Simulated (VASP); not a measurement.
# Ge (I4/mmm) in VASP: notebook, part 2 of 2

VASP 6.6.1. Earlier steps stand in the parts before.

### Step 4. Relaxation of cell and atoms, PBE

INCAR reads:

```
  ALGO = Normal
  EDIFF = 1E-6
  EDIFFG = -0.01
  ENCUT = 600
  GGA = PE
  IBRION = 2
  ISIF = 3
  ISMEAR = -1
  LASPH = True
  LCHARG = False
  LREAL = False
  LWAVE = False
  NELM = 60
  NSW = 60
  PREC = Accurate
  SIGMA = 0.05
```

KPOINTS reads:

```
k-points
0
Gamma
  12 12 12
```

POSCAR reads:

```
Ge
1.0
   -1.6084200000      1.6084200000      1.8731800000
    1.6084200000     -1.6084200000      1.8731800000
    1.6084200000      1.6084200000     -1.8731800000
Ge
1
Direct
    0.5000000000      0.5000000000      0.0000000000
```

On the command line:

```
$ cat potpaw_PBE.64/Ge_d/POTCAR > POTCAR
$ mpirun -np 1 vasp_std > vasp.out
```

It took 2 min on 1 thread of Intel Xeon Platinum 8375C at 2.90GHz (Ice Lake), shared host; peak memory 0.17 GiB.

It converged, with:

```
Free energy                            : -4.1876 eV
Relaxed volume                         : 19.54 Å³/atom
Relaxed cell                           : a = 2.968 Å, b = 2.968 Å, c = 2.968 Å, α = 115.46°, β = 115.46°, γ = 98.06°
Space group after relaxing (to 0.05 Å) : I4/mmm (No. 139)
Energy gained by relaxing              : 2.3 meV/atom
Ionic steps                            : 17
Pressure after relaxing                : 0.0 GPa
Band gap on the k mesh                 : zero (band 7 reaches 14.96 eV, above the bottom of band 8 at 3.85 eV)
```

Stress tensor (GPa, compression positive):
```
 0.07  0.00  0.00
 0.00  0.07  0.00
 0.00  0.00 -0.03
```

Step by step:
```
step  energy change (eV)  largest force (eV/Å)  pressure (GPa)  volume (Å³)
   1              0.0000                0.0000            0.58        19.38
   2             -0.0007                0.0000            0.07        19.58
   3             -0.0007                0.0000           -0.16        19.62
   4             -0.0009                0.0000           -0.13        19.62
   5             -0.0012                0.0000           -0.03        19.59
   6             -0.0022                0.0000           -0.02        19.54
   7             -0.0006                0.0000            0.32        19.41
   8             -0.0022                0.0000            0.12        19.50
   9             -0.0023                0.0000            0.29        19.52
  10             -0.0021                0.0000           -0.76        19.63
  11             -0.0023                0.0000            0.26        19.56
  12             -0.0023                0.0000           -0.03        19.57
  13             -0.0023                0.0000           -0.07        19.56
  14             -0.0023                0.0000            0.12        19.56
  15             -0.0023                0.0000           -0.07        19.56
  16             -0.0023                0.0000            0.16        19.54
  17             -0.0023                0.0000            0.04        19.54
```

Final structure:
```cif
data_structure
_symmetry_space_group_name_H-M 'P 1'
_symmetry_Int_Tables_number 1
_cell_length_a 2.9678
_cell_length_b 2.9678
_cell_length_c 2.9678
_cell_angle_alpha 115.460
_cell_angle_beta 115.460
_cell_angle_gamma 98.062
_cell_volume 19.54
loop_
_atom_site_label
_atom_site_type_symbol
_atom_site_fract_x
_atom_site_fract_y
_atom_site_fract_z
_atom_site_occupancy
Ge1 Ge 0.50000 0.50000 0.00000 1
```

Levels at points of the mesh, in eV from the Fermi level:
```csv
k point,band 4,band 5,band 6,band 7,band 8,band 9,band 10,band 11
"(0.00, 0.00, 0.00)",-24.77,-24.73,-12.96,8.46,8.69,8.69,13.67,13.67
"(0.50, 0.00, 0.00)",-24.72,-24.70,-7.84,-5.37,5.39,7.30,10.63,11.10
"(0.50, 0.50, 0.00)",-24.72,-24.68,-6.45,-4.65,2.84,3.95,7.21,7.40
"(0.50, 0.50, 0.50)",-24.69,-24.69,-4.14,-3.00,1.16,1.16,4.81,5.57
```

### Step 5. Single point, PBE, non-collinear spin, zero start, spin-orbit coupling

INCAR reads:

```
SYSTEM = Ge
  PREC = Accurate
  ENCUT = 520
  EDIFF = 1E-6
  ISMEAR = -1
  SIGMA = 0.05
  LREAL = .False.
  LASPH = .True.
  NELM = 150
  ALGO = Normal
  ISIF = 2
  LWAVE = .False.
  LCHARG = .True.
  LNONCOLLINEAR = .True.
  MAGMOM = 0 0 0
  LORBIT = 11
  LSORBIT = .True.
  GGA_COMPAT = .False.
  LORBMOM = .True.
  GGA = PE
  LVHAR = .True.
  NBANDS = 25
```

KPOINTS reads:

```
regular mesh
0
Gamma
  9 9 9
  0 0 0
```

POSCAR is that of step 4.

Potentials or basis: VASP PAW PBE potentials, release 64 (Ge_d).

On the command line:

```
$ cat potpaw_PBE.64/Ge_d/POTCAR > POTCAR
$ mpirun -np 1 vasp_ncl > vasp.out
```

OUTCAR:

```text
SYSTEM = Ge
   PREC = Accurate
   ENCUT = 520
   EDIFF = 1E-6
   ISMEAR = -1
   LREAL = .False.
   LASPH = .True.
   NELM = 150
   ISIF = 2
   LNONCOLLINEAR = .True.
   LORBIT = 11
   LSORBIT = .True.
   GGA = PE

 ion  position               nearest neighbor table
   1  0.500  0.500  0.000-

  LATTYP: Found a body centered tetragonal cell.
 ALAT       =     3.2168400000
 C/A-ratio  =     1.1646087465

  Lattice vectors:

 A1 = (  -1.6084200000,   1.6084200000,   1.8731800000)
 A2 = (   1.6084200000,  -1.6084200000,   1.8731800000)
 A3 = (   1.6084200000,   1.6084200000,  -1.8731800000)

Analysis of symmetry for initial positions (statically):
=====================================================================
 Subroutine PRICEL returns:
 Original cell was already a primitive cell.

 Routine SETGRP: Setting up the symmetry group for a
 body centered tetragonal supercell.

 Subroutine GETGRP returns: Found 16 space group operations
 (whereof 16 operations were pure point group operations)
 out of a pool of 16 trial point group operations.

The static configuration has the point symmetry D_4h.

Analysis of symmetry for dynamics (positions and initial velocities):
=====================================================================
 Subroutine PRICEL returns:
 Original cell was already a primitive cell.

 Routine SETGRP: Setting up the symmetry group for a
 body centered tetragonal supercell.

 Subroutine GETGRP returns: Found 16 space group operations
 (whereof 16 operations were pure point group operations)
 out of a pool of 16 trial point group operations.

The dynamic configuration has the point symmetry D_4h.

Analysis of structural, dynamic, and magnetic symmetry:
=====================================================================
 Subroutine PRICEL returns:
 Original cell was already a primitive cell.

 Routine SETGRP: Setting up the symmetry group for a
 body centered tetragonal supercell.

 Subroutine GETGRP returns: Found 16 space group operations
 (whereof 16 operations were pure point group operations)
 out of a pool of 16 trial point group operations.

The overall configuration has the point symmetry D_4h.

 Subroutine INISYM returns: Found 16 space group operations
 (whereof 16 operations are pure point group operations),
 and found     1 'primitive' translations

----------------------------------------------------------------------------------------

                                     Primitive cell

  volume of cell :      19.3838

  direct lattice vectors                    reciprocal lattice vectors
    -1.608420000  1.608420000  1.873180000     0.000000000  0.310864078  0.266925763
     1.608420000 -1.608420000  1.873180000     0.310864078  0.000000000  0.266925763
     1.608420000  1.608420000 -1.873180000     0.310864078  0.310864078  0.000000000

  length of vectors
     2.946664743  2.946664743  2.946664743     0.409738743  0.409738743  0.439628195

  position of ions in fractional coordinates (direct lattice)
     0.500000000  0.500000000  0.000000000

  ion indices of the primitive-cell ions
   primitive index   ion index
                 1           1

[... 91 lines left out ...]
     AMIX_MAG =   1.60;   BMIX_MAG =  1.00
  volume/ion in A,a.u.               =      19.38       130.81
  Fermi-wavevector in a.u.,A,eV,Ry     =   1.468829  2.775685 29.354024  2.157460
  Thomas-Fermi vector in A             =   2.584280
   LORBIT       =     11    0 simple, 1 ext, 2 COOP (PROOUT), +10 PAW based schemes
   GGA     = PE    functional components
   LHFCALC =     F    Hartree Fock is set to
   AEXX    =    0.0000 exact exchange contribution
   IVDW    =     0    specifies the selected vdW correction
   LEPSILON=     F    determine dielectric tensor
   LRPA    =     F    only Hartree local field effects (RPA)
  energy-cutoff  :      520.00
  volume of cell :       19.38
 maximum number of plane-waves:      1064
 NGX is ok and might be reduce to    24
   NGX = 11   NGY = 11   NGZ = 11

 number of electron      14.0000000 magnetization       0.0000000      0.0000000      0.0000000

 number of electron      13.9999999 magnetization       0.0000000     -0.0000000      0.0000000

 number of electron      13.9999999 magnetization      -0.0000000      0.0000000     -0.0000000

 Free energy of the ion-electron system (eV)
  ---------------------------------------------------
  ext. energy  EPLUGINS =         0.00000000
  ---------------------------------------------------
  free energy    TOTEN  =        -4.18788425 eV

  energy without entropy =       -4.18134423  energy(sigma->0) =       -4.18461424

 E-fermi :   6.5325     XC(G=0): -11.1654

 val. band max:        6.4980304577   @ k =  -0.3333  -0.4444   0.2222
 cond. band min:       6.6194997701   @ k =  -0.3333   0.3333   0.2222
 fundamental gap:      0.1214693123
 Fermi energy:         6.5324537108

 k-point     1 :       0.0000    0.0000    0.0000
  band No.  band energies     occupation
      1     -18.5692      1.00000
      2     -18.5692      1.00000
      3     -18.5647      1.00000
      4     -18.5647      1.00000
      5     -18.0097      1.00000
      6     -18.0097      1.00000
[... 661 lines left out ...]
     24      27.3842      0.00000
     25      28.2093      0.00000

 [... further k-points ...]
[... 5 lines left out ...]
  --------------------------------------------------------------------------------------
  -------------------------------------------------------------------------------------
  Total        0.0778586      0.0778586     -0.2803690      0.0000000     -0.0000000      0.0000000
  in kB        6.4354436      6.4354436    -23.1740590      0.0000000     -0.0000000      0.0000000
  external PRESSURE =      -3.4343906 kB  Pullay stress =       0.0000000 kB

 VOLUME and BASIS-vectors are now :
 -----------------------------------------------------------------------------
  energy-cutoff  :      520.00
  volume of cell :       19.38
      direct lattice vectors                 reciprocal lattice vectors
    -1.608420000  1.608420000  1.873180000     0.000000000  0.310864078  0.266925763
     1.608420000 -1.608420000  1.873180000     0.310864078  0.000000000  0.266925763
     1.608420000  1.608420000 -1.873180000     0.310864078  0.310864078  0.000000000

 POSITION                                       TOTAL-FORCE (eV/Angst)
 -----------------------------------------------------------------------------------
      0.00000      0.00000      1.87318         0.000000     -0.000000      0.000000
 -----------------------------------------------------------------------------------
    total drift:                               -0.000000      0.000000     -0.000000

  FREE ENERGIE OF THE ION-ELECTRON SYSTEM (eV)
  ---------------------------------------------------
  free  energy   TOTEN  =        -4.1878842524 eV

  energy  without entropy=       -4.1813442254  energy(sigma->0) =       -4.18461424

 orbital moment (x)

 # of ion     p       d       tot
 ----------------------------------------
  1        -0.000  -0.000  -0.000
 ----------------------------------------
           -0.000  -0.000  -0.000

 orbital moment (y)

 # of ion     p       d       tot
 ----------------------------------------
  1        -0.000  -0.000  -0.000
 ----------------------------------------
           -0.000  -0.000  -0.000

 orbital moment (z)

 # of ion     p       d       tot
 ----------------------------------------
  1         0.000   0.000   0.000
 ----------------------------------------
            0.000   0.000   0.000

 Spin-Orbit-Coupling matrix elements

 Ion:    1  E_soc:     -0.0172812
 l=   1
     0.0000000    -0.0019318    -0.0019848
    -0.0019318     0.0000000    -0.0019318
    -0.0019848    -0.0019318     0.0000000
 l=   2
     0.0000000    -0.0001855     0.0000000    -0.0001855    -0.0007445
    -0.0001855     0.0000000    -0.0005583    -0.0001863    -0.0001868
     0.0000000    -0.0005583     0.0000000    -0.0005583     0.0000000
    -0.0001855    -0.0001863    -0.0005583     0.0000000    -0.0001868
    -0.0007445    -0.0001868     0.0000000    -0.0001868     0.0000000
 l=   3
     0.0000000     0.0000000     0.0000000     0.0000000     0.0000000     0.0000000     0.0000000
     0.0000000     0.0000000     0.0000000     0.0000000     0.0000000     0.0000000     0.0000000
     0.0000000     0.0000000     0.0000000     0.0000000     0.0000000     0.0000000     0.0000000
     0.0000000     0.0000000     0.0000000     0.0000000     0.0000000     0.0000000     0.0000000
     0.0000000     0.0000000     0.0000000     0.0000000     0.0000000     0.0000000     0.0000000
     0.0000000     0.0000000     0.0000000     0.0000000     0.0000000     0.0000000     0.0000000
     0.0000000     0.0000000     0.0000000     0.0000000     0.0000000     0.0000000     0.0000000

 total charge

# of ion       s       p       d       tot
------------------------------------------
    1        1.270   0.880  10.017  12.166

 magnetization (x)

# of ion       s       p       d       tot
------------------------------------------
    1       -0.000  -0.000  -0.000  -0.000

 magnetization (y)

# of ion       s       p       d       tot
------------------------------------------
    1        0.000   0.000   0.000   0.000

 magnetization (z)

# of ion       s       p       d       tot
------------------------------------------
    1        0.000   0.000  -0.000   0.000
```

stdout:

```text
POSCAR found type information on POSCAR Ge
 POSCAR found :  1 types and       1 ions
 scaLAPACK will be used
 LDA part: xc-table for (Slater+PW92), standard interpolation
 POSCAR, INCAR and KPOINTS ok, starting setup
 FFT: planning ... GRIDC
 FFT: planning ... GRID_SOFT
 FFT: planning ... GRID
 WAVECAR not read
 entering main loop
```

It took 45 s on 1 thread of Intel Xeon Platinum 8375C at 2.90GHz (Ice Lake), shared host; peak memory 0.22 GiB.

Results:

```yaml
Free_energy: -4.1879 eV
Pressure: -0.3 GPa
Net_moment: 0.00 μB per cell
Valence_electrons_inside_the_program's_atomic_spheres: Ge 12.17
```

Moments on the atoms (μB; x, y, z):
```
Ge  0.00 0.00 0.00
```

### Step 6. Single point, HF

This run uses another cell than the first one, of 20.81 Å³/atom, 1.073 times its volume.

POSCAR reads:

```
Ge
1.0
   -1.6763309344      1.6763309344      1.8511248301
    1.6763309344     -1.6763309344      1.8511248301
    1.6763309344      1.6763309344     -1.8511248301
Ge
1
Direct
    0.5000000000      0.5000000000      0.0000000000
```

INCAR.step1 reads:

```
  ALGO = Normal
  EDIFF = 1E-5
  ENCUT = 520
  GGA = PE
  ISIF = 2
  ISMEAR = -1
  LASPH = True
  LCHARG = False
  LREAL = False
  LWAVE = True
  NBANDS = 13
  NELM = 100
  PREC = Accurate
  SIGMA = 0.05
```

INCAR.step2 reads:

```
  AEXX = 1.0
  AGGAC = 0.0
  ALDAC = 0.0
  ALGO = Normal
  EDIFF = 1E-7
  ENCUT = 520
  GGA = PE
  ISIF = 2
  ISMEAR = -1
  ISTART = 1
  LASPH = True
  LCHARG = False
  LHFCALC = True
  LREAL = False
  LWAVE = False
  NBANDS = 13
  NELM = 100
  PREC = Accurate
  PRECFOCK = Normal
  SIGMA = 0.05
```

KPOINTS reads:

```
k-points
0
Gamma
  6 6 6
```

Potentials or basis: VASP PAW PBE potentials, release 64 (Ge_d).

On the command line:

```
$ cat potpaw_PBE.64/Ge_d/POTCAR > POTCAR
$ cp INCAR.step1 INCAR
$ mpirun -np 1 vasp_std > vasp.out
$ cp INCAR.step2 INCAR
$ mpirun -np 1 vasp_std > vasp.out
```

Wall time 39 min (1 thread of Intel Xeon Platinum 8175M at 2.50GHz (Skylake/Cascade Lake), shared host); peak memory 0.15 GiB.

Results (log left out):

```yaml
Free_energy: -7.4626 eV
Pressure: -0.3 GPa
Band_gap_on_the_k_mesh: zero (band 7 reaches 20.45 eV, above the bottom of band 8 at 1.71 eV)
```

Stress tensor (GPa, compression positive):
```
 3.85  0.00  0.00
 0.00  3.85  0.00
 0.00  0.00 -8.58
```

Levels at points of the mesh, in eV from the Fermi level:
| k point | band 4 | band 5 | band 6 | band 7 | band 8 | band 9 | band 10 | band 11 |
| --- | --- | --- | --- | --- | --- | --- | --- | --- |
| (0.00, 0.00, 0.00) | -40.30 | -40.27 | -20.56 | 13.12 | 13.48 | 13.48 | 18.54 | 18.54 |
| (0.50, 0.00, 0.00) | -40.28 | -40.25 | -13.08 | -9.52 | 8.22 | 11.25 | 13.78 | 14.24 |
| (0.50, 0.50, 0.00) | -40.27 | -40.24 | -12.13 | -9.14 | 6.58 | 9.16 | 11.95 | 12.08 |
| (0.50, 0.50, 0.50) | -40.25 | -40.25 | -5.77 | -4.26 | 1.80 | 1.80 | 7.06 | 7.67 |

Caveat: the k points lie up to 0.44 Å⁻¹ apart; the PAW data sets were made with another functional, which shifts forces and pressure a little.

### Step 7. The runs side by side

| task | level | potentials or basis | spin | cell | k mesh | cutoff (eV) | grid for exact exchange (PRECFOCK) | gap on the mesh (eV) | pressure (GPa) |
| --- | --- | --- | --- | --- | --- | --- | --- | --- | --- |
| single point | LDA | VASP PAW LDA potentials, release 64 (Ge_d) | off | a = 2.947 Å, angles 113.8, 113.8, 101.1°, 1 atom | 12 × 12 × 12 | 520 | - | none | -4.3 |
| single point | PBE | VASP PAW PBE potentials, release 64 (Ge_d) | off | a = 2.967 Å, angles 115.4, 115.4, 98.2°, 1 atom | 12 × 12 × 12 | 520 | - | none | -0.1 |
| relaxation of cell and atoms | PBE | VASP PAW PBE potentials, release 64 (Ge_d) | off | relaxed from a = 2.947 Å, angles 113.8, 113.8, 101.1°, 1 atom | 12 × 12 × 12 | 600 | - | none | 0.0 |
| single point | PBE | VASP PAW PBE potentials, release 64 (Ge_d) | non-collinear, zero start, SOC | a = 2.947 Å, angles 113.8, 113.8, 101.1°, 1 atom | 9 × 9 × 9 | 520 | - | - | -0.3 |
| single point | HF | VASP PAW PBE potentials, release 64 (Ge_d) | off | a = 3.008 Å, angles 112.3, 112.3, 104.0°, 1 atom | 6 × 6 × 6 | 520 | Normal | none | -0.3 |

Alike in all rows: smearing fermi-dirac 0.05 eV.

Caveats: some runs use coarse meshes; the PAW data sets were made with another functional, which shifts forces and pressure a little (some runs).

Total energies depend on the potentials used, so only differences within one code and one set of settings carry meaning.
